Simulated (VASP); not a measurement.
Set up this calculation in VASP 6.6.1, as the native input.

- Task: relaxation of cell and atoms
- Functional: r2SCAN
- Potentials or basis: VASP PAW PBE potentials, release 64 (Ti_sv, Hg)
- Cutoff: 600 eV
- k mesh: 6 × 6 × 6
- Occupations: gaussian, width 0.1 eV
- Spin: no spin polarisation
- Dipole correction: no
- Further INCAR settings: ALGO = Normal; EDIFF = 1e-06; IBRION = 2; EDIFFG = -0.04; NSW = 90; ISIF = 3

Crystal: TiHg2.

```
CELL_PARAMETERS angstrom
0.00000 3.16335 3.16335
3.16335 0.00000 3.16335
3.16335 3.16335 0.00000
ATOMIC_POSITIONS crystal
Ti 0.00000 0.00000 0.00000
Hg 0.25000 0.25000 0.25000
Hg 0.75000 0.75000 0.75000
```

These files were run (other wordings do the same):

POSCAR

```
TiHg2
1.0
    0.0000000000      3.1633531805      3.1633531805
    3.1633531805      0.0000000000      3.1633531805
    3.1633531805      3.1633531805      0.0000000000
Ti Hg
1 2
Direct
    0.0000000000      0.0000000000      0.0000000000
    0.2500000000      0.2500000000      0.2500000000
    0.7500000000      0.7500000000      0.7500000000
```

INCAR.step1

```
  PREC = Accurate
  ENCUT = 600
  ISMEAR = 0
  SIGMA = 0.1
  LREAL = F
  LASPH = T
  NELM = 60
  GGA = PE
  ALGO = Normal
  EDIFF = 1E-4
  LWAVE = T
  LCHARG = F
```

INCAR.step2

```
  PREC = Accurate
  ENCUT = 600
  EDIFF = 1E-6
  ISMEAR = 0
  SIGMA = 0.1
  LREAL = F
  LASPH = T
  NELM = 60
  ALGO = Normal
  ISIF = 3
  LWAVE = F
  LCHARG = F
  METAGGA = R2SCAN
  LMIXTAU = T
  IBRION = 2
  NSW = 90
  EDIFFG = -0.04
  ISTART = 1
```

KPOINTS

```
regular mesh
0
Gamma
  6 6 6
```

Potentials or basis: VASP PAW PBE potentials, release 64 (Ti_sv, Hg).

Command:

```bash
$ cat potpaw_PBE.64/Ti_sv/POTCAR potpaw_PBE.64/Hg/POTCAR > POTCAR
$ cp INCAR.step1 INCAR
$ mpirun -np 1 vasp_std > vasp.out
$ cp INCAR.step2 INCAR
$ mpirun -np 1 vasp_std > vasp.out
```

It gave:

```yaml
Relaxed_volume: 22.55 Å³/atom
Relaxed_cell: a = 4.573 Å, b = 4.573 Å, c = 4.573 Å, α = 60.00°, β = 60.00°, γ = 60.00°
Space_group_after_relaxing_to_0.05_Å: Fm-3m (No. 225)
Energy_gained_by_relaxing: 25.9 meV/atom
Ionic_steps: 3
Pressure_after_relaxing: -0.1 GPa
Band_gap_on_the_k_mesh: zero (band 18 reaches 4.08 eV, above the bottom of band 19 at 3.43 eV)
```

Caveat: the PAW data sets were made with another functional, which shifts forces and pressure a little; spin-orbit coupling is left out, which moves the levels of the heavy elements.

It took 3.2 min on 1 thread of Intel(R) Xeon(R) 6975P-C (Granite Rapids), with other jobs on the host, peak memory 0.24 GiB.
